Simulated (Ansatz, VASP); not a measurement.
## Sb in VASP and in Ansatz

The input INCAR:

```
SYSTEM = Sb
ALGO = Normal ; EDIFF = 1E-8
ENCUT = 520 ; GGA = PE
ISIF = 2 ; ISMEAR = -1
LASPH = .TRUE. ; LCHARG = .FALSE.
LEFG = .TRUE. ; LREAL = .FALSE.
LWAVE = .FALSE. ; NBANDS = 8
NELM = 60 ; PREC = Accurate
SIGMA = 0.05
```

Contents of KPOINTS:

```
k-points
0
G
  19 19 19
  0 0 0
```

Contents of POSCAR:

```
Sb
1.0
   -1.5050000000      1.5050000000      2.4056000000
    1.5050000000     -1.5050000000      2.4056000000
    1.5050000000      1.5050000000     -2.4056000000
Sb
1
Direct
    0.0000000000      0.0000000000      0.0000000000
```

Input for Ansatz:

```yaml
crystal:
  lattice:
    - [-1.505, 1.505, 2.4056]
    - [1.505, -1.505, 2.4056]
    - [1.505, 1.505, -2.4056]
  atoms:
    - { symbol: Sb, position: [0.0, 0.0, 0.0] }
kpoints:
  mp_grid: { grid: [19, 19, 19] }
scf:
  occupations: { method: fermi_dirac, width: 0.05 }
hamiltonian:
  xc: pbe
  pseudopotentials: { kind: paw }
output:
  forces: true
  stress: true
  eigenvalues: true
  efg: { contact_densities: true }
```

Change from the starting cell: zz strain of -3 %, PAW files.

Alike in both runs: task electric field gradients; functional PBE; k mesh 19 × 19 × 19; occupations fermi-dirac, width 0.05 eV; no spin polarisation.

```csv
,VASP,Ansatz
version,VASP 6.6.1,Ansatz 0.2.0
potentials or method,"VASP PAW PBE potentials, release 64 (Sb)","PAW with Ansatz's default frozen-core files, scalar-relativistic"
plane-wave cutoff (eV),520,420
valence electrons in the cell,5,15
```

Ansatz gave:

* pressure (GPa): 23.4
* traceless stress, the component that is largest in VASP (GPa): -0.19
* size of Vzz on the site where it differs most (V/Å²): 26.3

**Question.** Estimate VASP's values.

**Answer.** Pressure (GPa): 23.4; traceless stress, the component that is largest in VASP (GPa): -0.27; size of Vzz on the site where it differs most (V/Å²): 26.4.

VASP's potentials hold 5 valence electrons a cell and Ansatz's 15, so a difference there can come from the potentials and not from the codes.

Neither program's run includes spin-orbit coupling.
